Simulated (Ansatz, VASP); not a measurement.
Two plane-wave programs on SiC

```
Si C
1.0
     3.09199    0.00000    0.00000
    -1.54599    2.67774    0.00000
     0.00000    0.00000    5.07376
Si C
2 2
Direct
  0.42138 0.71069 0.02096
  0.75471 0.37736 0.52096
  0.33333 0.66667 0.38044
  0.66667 0.33333 0.88044
```

Change from the starting cell: all Si atoms moved -0.250 Å, as atom 1 towards its neighbour atom 4 (C) at 1.893 Å.

Alike in both runs: task single point; functional PBE; k mesh 12 × 12 × 6; occupations gaussian, width 0.05 eV; no spin polarisation.

|  | VASP | Ansatz |
| --- | --- | --- |
| version | VASP 6.6.1 | Ansatz 0.2.0 |
| potentials or method | VASP PAW PBE potentials, release 64 (Si, C), cutoff 520 eV | scalar-relativistic, plane waves, PAW |
| valence electrons in the cell | 16 | 16 |

```tsv
	VASP	Ansatz	Ansatz less VASP
gap on the k mesh at the Fermi level (eV)	1.09	1.10	+0.005
least direct gap on the mesh (eV)	3.30	3.31	+0.005
pressure (GPa)	6.0	6.1	+0.08
traceless stress, the component that is largest in VASP (GPa)	-9.77	-9.79	-0.013
rms of the force components (eV/Å)	2.345	2.344	-0.0007
```

Atom by atom the forces differ by 0.001 eV/Å (rms over components). The functional is the same, so the differences come from potentials, cutoffs and numerics.
